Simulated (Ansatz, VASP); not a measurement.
**TiAl2: VASP beside Ansatz**

Contents of INCAR:

```
  PREC = Accurate
  ENCUT = 520
  EDIFF = 1E-7
  ISMEAR = 0
  SIGMA = 0.15
  LREAL = F
  LASPH = T
  NELM = 80
  ALGO = Fast
  ISIF = 2
  LWAVE = F
  LCHARG = F
  GGA = PS
  NBANDS = 27
```

File KPOINTS:

```
Automatic mesh
0
Gamma
  14 14 12
```

File POSCAR:

```
TiAl2
1.0
    1.8528172424     -5.7249628382      0.0000000000
    1.8528172424      5.7249628382      0.0000000000
    0.0000000000      0.0000000000      3.7738037293
Ti Al
2 4
Direct
    0.6562199823      0.3437800177      0.0000000000
    0.3437800177      0.6562199823      0.0000000000
    0.0000000000      0.0000000000      0.0000000000
    0.8270962381      0.1729037619      0.5000000000
    0.1729037619      0.8270962381      0.5000000000
    0.5000000000      0.5000000000      0.5000000000
```

Input for Ansatz:

```yaml
crystal:
  lattice:
    - [1.8528172424, -5.7249628382, 0.0]
    - [1.8528172424, 5.7249628382, 0.0]
    - [0.0, 0.0, 3.7738037293]
  atoms:
    - { symbol: Ti, position: [0.6562199823, 0.3437800177, 0.0] }
    - { symbol: Ti, position: [0.3437800177, 0.6562199823, 0.0] }
    - { symbol: Al, position: [0.0, 0.0, 0.0] }
    - { symbol: Al, position: [0.8270962381, 0.1729037619, 0.5] }
    - { symbol: Al, position: [0.1729037619, 0.8270962381, 0.5] }
    - { symbol: Al, position: [0.5, 0.5, 0.5] }
basis:
  ecutwfc: 420
kpoints:
  mp_grid: { grid: [14, 14, 12] }
hamiltonian:
  xc: pbesol
scf:
  occupations: { method: gaussian, width: 0.15 }
output:
  forces: true
  stress: true
  eigenvalues: true
```

Change from the starting cell: strain -0.050 along x and y, -0.050 along z, atoms carried along.

Alike in both runs: task single point; functional PBEsol; k mesh 14 × 14 × 12; occupations gaussian, width 0.15 eV; no spin polarisation.

|  | VASP | Ansatz |
| --- | --- | --- |
| version | VASP 6.6.1 | Ansatz 0.2.0 |
| potentials or method | VASP PAW PBE potentials, release 64 (Ti_sv, Al), cutoff 520 eV | scalar-relativistic, plane waves, PAW |
| valence electrons in the cell | 36 | 36 |

VASP gave:

| Property | Result |
| --- | --- |
| gap on the k mesh at the Fermi level (eV) | none |
| pressure (GPa) | 24.2 |
| traceless stress, the component that is largest in VASP (GPa) | -0.76 |
| rms of the force components (eV/Å) | 0.099 |

Estimate Ansatz's values.

gap on the k mesh at the Fermi level (eV): none; pressure (GPa): 24.1; traceless stress, the component that is largest in VASP (GPa): -0.75; rms of the force components (eV/Å): 0.096.

VASP's potentials were made for PBE, not for PBEsol. Atom by atom the forces differ by 0.004 eV/Å (rms over components). A gap of «none» marks a metal or a gap that the smearing closes.
